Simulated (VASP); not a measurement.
# Pt in VASP: further runs

Pt is run at these levels: LDA, r2SCAN; tasks: single point.

All numbers are computed with VASP 6.6.1; they aren't measurements. Logs are shortened: lines on timing, memory, paths and dates and some standing lists are left out, and cuts for length are marked.

## 1. The cell of the first run

The cell holds a slab with vacuum, 5 atoms: a = 2.786 Å, b = 2.786 Å, c = 24.100 Å, α = 90.00°, β = 90.00°, γ = 120.00°.

## 2. Single point, LDA

File INCAR:

```
PREC = Accurate
ENCUT = 520
EDIFF = 1E-6
ISMEAR = 0
SIGMA = 0.1
LREAL = F
LASPH = T
NELM = 80
ALGO = Normal
ISIF = 2
LWAVE = F
LCHARG = F
LDIPOL = T
IDIPOL = 3
DIPOL = 0.5 0.5 0.500
GGA = CA
NBANDS = 33
```

File KPOINTS:

```
Automatic mesh
0
Gamma
  15 15 1
```

File POSCAR:

```
Pt
1.0
    2.7861568203      0.0000000000      0.0000000000
   -1.3930784101      2.4128825853      0.0000000000
    0.0000000000      0.0000000000     24.0995500708
Pt
5
Direct
    0.6666666667      0.3333333333      0.3112091295
    0.3333333333      0.6666666667      0.4056045648
    0.0000000000      0.0000000000      0.5000000000
    0.6666666667      0.3333333333      0.5943954352
    0.3333333333      0.6666666667      0.6887908705
```

Potentials or basis: VASP PAW LDA potentials, release 64 (Pt).

Started as:

```bash
> cat potpaw_LDA.64/Pt/POTCAR > POTCAR
> mpirun -np 1 vasp_std > vasp.out
```

OUTCAR:

```text
PREC = Accurate
   ENCUT = 520
   EDIFF = 1E-6
   ISMEAR = 0
   LREAL = F
   LASPH = T
   NELM = 80
   ISIF = 2
   GGA = CA

 ion  position               nearest neighbor table
   1  0.667  0.333  0.311-   2 2.79   2 2.79   2 2.79
   2  0.333  0.667  0.406-   3 2.79   3 2.79   3 2.79   1 2.79   1 2.79   1 2.79
   3  0.000  0.000  0.500-   2 2.79   4 2.79   2 2.79   4 2.79   4 2.79   2 2.79
   4  0.667  0.333  0.594-   3 2.79   3 2.79   3 2.79   5 2.79   5 2.79   5 2.79
   5  0.333  0.667  0.689-   4 2.79   4 2.79   4 2.79

  LATTYP: Found a hexagonal cell.
 ALAT       =     2.7861568203
 C/A-ratio  =     8.6497464519

  Lattice vectors:

 A1 = (   2.7861568203,   0.0000000000,   0.0000000000)
 A2 = (  -1.3930784101,   2.4128825853,   0.0000000000)
 A3 = (   0.0000000000,   0.0000000000,  24.0995500708)

Analysis of symmetry for initial positions (statically):
=====================================================================
 Subroutine PRICEL returns:
 Original cell was already a primitive cell.

 Routine SETGRP: Setting up the symmetry group for a
 hexagonal supercell.

 Subroutine GETGRP returns: Found 12 space group operations
 (whereof 12 operations were pure point group operations)
 out of a pool of 24 trial point group operations.

The static configuration has the point symmetry D_3d.

Analysis of symmetry for dynamics (positions and initial velocities):
=====================================================================
 Subroutine PRICEL returns:
 Original cell was already a primitive cell.

 Routine SETGRP: Setting up the symmetry group for a
 hexagonal supercell.

 Subroutine GETGRP returns: Found 12 space group operations
 (whereof 12 operations were pure point group operations)
 out of a pool of 24 trial point group operations.

The dynamic configuration has the point symmetry D_3d.

 Subroutine INISYM returns: Found 12 space group operations
 (whereof 12 operations are pure point group operations),
 and found     1 'primitive' translations

----------------------------------------------------------------------------------------

                                     Primitive cell

  volume of cell :     162.0133

  direct lattice vectors                    reciprocal lattice vectors
     2.786156820  0.000000000  0.000000000     0.358917342  0.207221024  0.000000000
    -1.393078410  2.412882585  0.000000000     0.000000000  0.414442048  0.000000000
     0.000000000  0.000000000 24.099550071     0.000000000  0.000000000  0.041494551

  length of vectors
[... 99 lines left out ...]
   NELECT =      50.0000    total number of electrons
   NUPDOWN=      -1.0000    fix difference up-down
   EMIN   =  10.00;   EMAX   =-10.00  energy-range for DOS
   EFERMI =   0.00;   METHOD = LEGACY
   ISMEAR =     0;   SIGMA  =   0.10  broadening in eV -4-tet -1-fermi 0-gaus
   EFERMI_NEDOS =   21; number of points for ismear=-14 and -15
   IALGO  =     38    algorithm
   IMIX   =      4    mixing-type and parameters
     AMIX     =   0.40;   BMIX     =  1.00
     AMIX_MAG =   1.60;   BMIX_MAG =  1.00
  volume/ion in A,a.u.               =      32.40       218.66
  Fermi-wavevector in a.u.,A,eV,Ry     =   1.106321  2.090644 16.652807  1.223947
  Thomas-Fermi vector in A             =   2.242821
   LORBIT       =      0    0 simple, 1 ext, 2 COOP (PROOUT), +10 PAW based schemes
   GGA     = CA    functional components
   LHFCALC =     F    Hartree Fock is set to
   AEXX    =    0.0000 exact exchange contribution
   IVDW    =     0    specifies the selected vdW correction
   LEPSILON=     F    determine dielectric tensor
   LRPA    =     F    only Hartree local field effects (RPA)
 non-spin polarized calculation
 Gauss-broadening in eV      SIGMA  =   0.10
  energy-cutoff  :      520.00
  volume of cell :      162.01
 maximum number of plane-waves:      4393
 NGX is ok and might be reduce to    24

 dipolmoment           0.000000      0.000000      0.000000 electrons x Angstroem

 number of electron      50.0000002 magnetization

 dipolmoment           0.000000      0.000000     -0.000000 electrons x Angstroem

 Free energy of the ion-electron system (eV)
  ---------------------------------------------------
  ext. energy  EPLUGINS =         0.00000000
  ---------------------------------------------------
  free energy    TOTEN  =       -35.72608177 eV

  energy without entropy =      -35.66125377  energy(sigma->0) =      -35.69366777

 E-fermi :   1.8920     XC(G=0):  -7.2319

 val. band max:        1.8909203370   @ k =   0.2667   0.2000   0.0000
 cond. band min:       1.8930519159   @ k =   0.0000   0.0000   0.0000
 fundamental gap:      0.0021315789
 Fermi energy:         1.8919541574

 k-point     1 :       0.0000    0.0000    0.0000
  band No.  band energies     occupation
      1      -7.8328      2.00000
      2      -6.8547      2.00000
      3      -5.7765      2.00000
      4      -5.1449      2.00000
      5      -5.1067      2.00000
      6      -2.0079      2.00000
[... 853 lines left out ...]
     32       8.2973      0.00000
     33       8.6341      0.00000

 [... further k-points ...]

------------------------ aborting loop because EDIFF is reached ----------------------------------------

 vacuum level on the upper side and lower side of the slab       (xc-potential included)        -0.300        -0.300

  FORCE on cell =-STRESS in cart. coord.  units (eV):
  Direction    XX          YY          ZZ          XY          YZ          ZX
  --------------------------------------------------------------------------------------
  -------------------------------------------------------------------------------------
  Total       -8.8773439     -8.8773439     -3.5997542     -0.0000000     -0.0000000      0.0000000
  in kB      -87.7895746    -87.7895746    -35.5985862     -0.0000000     -0.0000000      0.0000000
  external PRESSURE =     -70.3925785 kB  Pullay stress =       0.0000000 kB

 VOLUME and BASIS-vectors are now :
 -----------------------------------------------------------------------------
  energy-cutoff  :      520.00
  volume of cell :      162.01
      direct lattice vectors                 reciprocal lattice vectors
     2.786156820  0.000000000  0.000000000     0.358917342  0.207221024  0.000000000
    -1.393078410  2.412882585  0.000000000     0.000000000  0.414442048  0.000000000
     0.000000000  0.000000000 24.099550071     0.000000000  0.000000000  0.041494551

 POSITION                                       TOTAL-FORCE (eV/Angst)
 -----------------------------------------------------------------------------------
      1.39308      0.80429      7.50000        -0.000000      0.000000      0.266845
     -0.00000      1.60859      9.77489        -0.000000      0.000000      0.244797
      0.00000      0.00000     12.04978        -0.000000      0.000000      0.000000
      1.39308      0.80429     14.32466         0.000000     -0.000000     -0.244797
     -0.00000      1.60859     16.59955         0.000000     -0.000000     -0.266845
 -----------------------------------------------------------------------------------
    total drift:                               -0.000000      0.000000     -0.000000

  FREE ENERGIE OF THE ION-ELECTRON SYSTEM (eV)
  ---------------------------------------------------
  free  energy   TOTEN  =       -35.7260817729 eV

  energy  without entropy=      -35.6612537652  energy(sigma->0) =      -35.69366777

 vacuum level on the upper side and lower side of the slab         7.679         7.679
```

OSZICAR:

```text
N       E                     dE             d eps       ncg     rms          rms(c)
DAV:   1     0.327064664876E+03    0.32706E+03   -0.23429E+04  1782   0.134E+03
DAV:   2    -0.237266792916E+02   -0.35079E+03   -0.32546E+03  2205   0.282E+02
DAV:   3    -0.376877195931E+02   -0.13961E+02   -0.13235E+02  2102   0.531E+01
[... 16 lines left out ...]
DAV:  20    -0.357260683864E+02   -0.33858E-05   -0.93192E-07  1382   0.562E-03    0.375E-03
DAV:  21    -0.357260743767E+02   -0.59903E-05   -0.13001E-06  1285   0.516E-03    0.741E-03
DAV:  22    -0.357260763437E+02   -0.19671E-05   -0.40647E-07  1234   0.363E-03    0.390E-03
DAV:  23    -0.357260809952E+02   -0.46514E-05   -0.95765E-07  1307   0.464E-03    0.133E-03
DAV:  24    -0.357260817729E+02   -0.77772E-06   -0.12170E-07  1269   0.150E-03
   1 F= -.35726082E+02 E0= -.35693668E+02  d E =-.648280E-01
```

stdout:

```text
POSCAR found type information on POSCAR Pt
 POSCAR found :  1 types and       5 ions
 scaLAPACK will be used
 LDA part: xc-table for (Slater(with rela. corr.)+CA(PZ))
 , standard interpolation
 POSCAR, INCAR and KPOINTS ok, starting setup
 FFT: planning ... GRIDC
 FFT: planning ... GRID_SOFT
 FFT: planning ... GRID
 WAVECAR not read
 entering main loop
```

Wall time 2.6 min (1 thread of Intel Xeon Platinum 8488C (Sapphire Rapids), shared host); peak memory 0.3 GiB.

Results:

```
Free energy            : -35.7261 eV
Largest force          : 0.267 eV/Å
Band gap on the k mesh : zero (band 25 reaches 2.38 eV, above the bottom of band 26 at 0.93 eV)
```

Forces in eV/Å, atoms in the order of the input:
```
Pt   0.000  0.000  0.267
Pt   0.000  0.000  0.245
Pt   0.000  0.000  0.000
Pt   0.000  0.000 -0.245
Pt   0.000  0.000 -0.267
```

Levels at points of the mesh, in eV from the Fermi level:
| k point | band 21 | band 22 | band 23 | band 24 | band 25 | band 26 | band 27 | band 28 |
| --- | --- | --- | --- | --- | --- | --- | --- | --- |
| (0.00, 0.00, 0.00) | -1.61 | -1.44 | -1.44 | -0.97 | -0.97 | -0.32 | -0.32 | -0.18 |

Caveat: spin-orbit coupling is left out, which moves the levels of the heavy elements.

## 3. Single point, r2SCAN

This run uses another cell than the first one: it holds 4 atoms, not 5.

File POSCAR:

```
Pt
1.0
    2.7861568203      0.0000000000      0.0000000000
   -1.3930784101      2.4128825853      0.0000000000
    0.0000000000      0.0000000000     21.8246625531
Pt
4
Direct
    0.6666666667      0.3333333333      0.3436479250
    0.3333333333      0.6666666667      0.4478826417
    0.0000000000      0.0000000000      0.5521173583
    0.6666666667      0.3333333333      0.6563520750
```

File INCAR.step1:

```
  ALGO = Normal
  DIPOL = 0.5 0.5 0.500
  EDIFF = 1E-4
  ENCUT = 520
  GGA = PE
  IDIPOL = 3
  ISMEAR = 0
  LASPH = True
  LCHARG = False
  LDIPOL = True
  LREAL = False
  LWAVE = True
  NBANDS = 28
  NELM = 80
  PREC = Accurate
  SIGMA = 0.1
```

File INCAR.step2:

```
  ALGO = Normal
  DIPOL = 0.5 0.5 0.500
  EDIFF = 1E-6
  ENCUT = 520
  IDIPOL = 3
  ISIF = 2
  ISMEAR = 0
  ISTART = 1
  LASPH = True
  LCHARG = False
  LDIPOL = True
  LMIXTAU = True
  LREAL = False
  LWAVE = False
  METAGGA = R2SCAN
  NBANDS = 28
  NELM = 80
  PREC = Accurate
  SIGMA = 0.1
```

File KPOINTS:

```
k-points
0
Gamma
  15 15 1
```

Potentials or basis: VASP PAW PBE potentials, release 64 (Pt).

Started as:

```bash
> cat potpaw_PBE.64/Pt/POTCAR > POTCAR
> cp INCAR.step1 INCAR
> mpirun -np 1 vasp_std > vasp.out
> cp INCAR.step2 INCAR
> mpirun -np 1 vasp_std > vasp.out
```

OUTCAR:

```text
EDIFF = 1E-6
   ENCUT = 520
   ISIF = 2
   ISMEAR = 0
   ISTART = 1
   LASPH = True
   LREAL = False
   METAGGA = R2SCAN
   NELM = 80
   PREC = Accurate

 ion  position               nearest neighbor table
   1  0.667  0.333  0.344-   2 2.79   2 2.79   2 2.79
   2  0.333  0.667  0.448-   3 2.79   3 2.79   3 2.79   1 2.79   1 2.79   1 2.79
   3  0.000  0.000  0.552-   2 2.79   2 2.79   2 2.79   4 2.79   4 2.79   4 2.79
   4  0.667  0.333  0.656-   3 2.79   3 2.79   3 2.79

  LATTYP: Found a hexagonal cell.
 ALAT       =     2.7861568203
[... 953 lines left out ...]
  -------------------------------------------------------------------------------------
  Total       -4.6056601     -4.6056601      0.3573123     -0.0000000      0.0000000      0.0000000
  in kB      -50.2936528    -50.2936528      3.9018381     -0.0000000      0.0000000      0.0000000
  external PRESSURE =     -32.2284892 kB  Pullay stress =       0.0000000 kB

 VOLUME and BASIS-vectors are now :
 -----------------------------------------------------------------------------
  energy-cutoff  :      520.00
  volume of cell :      146.72
      direct lattice vectors                 reciprocal lattice vectors
     2.786156820  0.000000000  0.000000000     0.358917342  0.207221024  0.000000000
    -1.393078410  2.412882585  0.000000000     0.000000000  0.414442048  0.000000000
     0.000000000  0.000000000 21.824662553     0.000000000  0.000000000  0.045819723

 POSITION                                       TOTAL-FORCE (eV/Angst)
 -----------------------------------------------------------------------------------
      1.39308      0.80429      7.50000         0.000000     -0.000000     -0.136815
     -0.00000      1.60859      9.77489        -0.000000      0.000000      0.240047
      0.00000      0.00000     12.04978         0.000000      0.000000     -0.240047
      1.39308      0.80429     14.32466         0.000000      0.000000      0.136815
 -----------------------------------------------------------------------------------
    total drift:                               -0.000000      0.000000     -0.000000

  FREE ENERGIE OF THE ION-ELECTRON SYSTEM (eV)
  ---------------------------------------------------
  free  energy   TOTEN  =      -204.6490553871 eV

  energy  without entropy=     -204.6065180224  energy(sigma->0) =     -204.62778670

 vacuum level on the upper side and lower side of the slab         6.825         6.825
```

Run time: 6.2 min. Hardware: 1 thread of Intel Xeon Platinum 8488C (Sapphire Rapids), shared host; peak memory 0.37 GiB.

Results:

```
Free energy            : -204.6491 eV
Largest force          : 0.240 eV/Å
Band gap on the k mesh : zero (band 20 reaches 1.61 eV, above the bottom of band 21 at 0.17 eV)
```

Forces on the atoms (eV/Å):
```
Pt   0.000  0.000 -0.137
Pt   0.000  0.000  0.240
Pt   0.000  0.000 -0.240
Pt   0.000  0.000  0.137
```

Levels at points of the mesh, in eV from the Fermi level:
```tsv
k point	band 16	band 17	band 18	band 19	band 20	band 21	band 22	band 23
(0.00, 0.00, 0.00)	-1.66	-1.66	-1.31	-1.31	-0.53	-0.53	-0.30	-0.03
```

Caveat: the PAW data sets were made with another functional, which shifts forces and pressure a little; spin-orbit coupling is left out, which moves the levels of the heavy elements.
